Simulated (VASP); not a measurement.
**V: single point with LDA**

V:

```
V
1.0
    -1.46365    1.46365    1.46365
     1.46365   -1.46365    1.46365
     1.46365    1.46365   -1.46365
V
1
Cartesian
  0.0000 0.0000 0.0000
```

```
Program             : VASP 6.6.1
Task                : single point
Functional          : LDA
Potentials or basis : VASP PAW LDA potentials, release 64 (V_sv)
Cutoff              : 520 eV
k mesh              : 15 × 15 × 15
Occupations         : fermi-dirac, width 0.1 eV
Spin                : no spin polarisation
```

```json
{
 "Pressure": "0.5 GPa"
}
```

Levels at points of the mesh, in eV from the Fermi level:
```tsv
k point	band 4	band 5	band 6	band 7	band 8	band 9
(0.00, 0.00, 0.00)	-36.48	-6.68	0.38	0.38	0.38	2.56
```

Run time: 19 s on 1 thread of AMD EPYC 7R13 (shared host), peak memory 0.1 GiB.
